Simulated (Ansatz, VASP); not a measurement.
**One calculation of Sn3O, two programs**

```
Sn O
1.0
     4.79601    0.00000    0.00000
    -2.39800    4.15346    0.00000
     0.00000    0.00000    4.42699
Sn O
6 2
Direct
  0.33330 0.00000 0.00000
  0.33330 0.33330 0.50000
  0.00000 0.33330 0.00000
  0.66670 0.00000 0.50000
  0.66670 0.66670 0.00000
  0.00000 0.66670 0.50000
  0.33333 0.66667 0.25000
  0.66667 0.33333 0.75000
```

Alike in both runs: task relaxation of cell and atoms; functional PBEsol; k mesh 6 × 6 × 4; occupations gaussian, width 0.1 eV; no spin polarisation.

|  | VASP | Ansatz |
| --- | --- | --- |
| version | VASP 6.6.1 | Ansatz 0.2.0 |
| potentials or method | VASP PAW PBE potentials, release 64 (Sn_d, O), cutoff 600 eV | scalar-relativistic, plane waves, PAW |
| valence electrons in the cell | 96 | 96 |

|  | VASP | Ansatz | Ansatz less VASP |
| --- | --- | --- | --- |
| gap on the k mesh at the Fermi level, each at its own relaxed structure (eV) | none | none | - |
| relaxed volume (Å³/atom) | 21.07 | 21.58 | +0.503 |
| relaxed cell length with the largest relative difference (Å) | 5.475 | 5.599 | +0.1236 |

VASP's potentials were made for PBE, not for PBEsol. A gap of «none» marks a metal or a gap that the smearing closes.

Noted on VASP's run: the volume moved by over 15 % at a fixed basis, so the end points are rough.
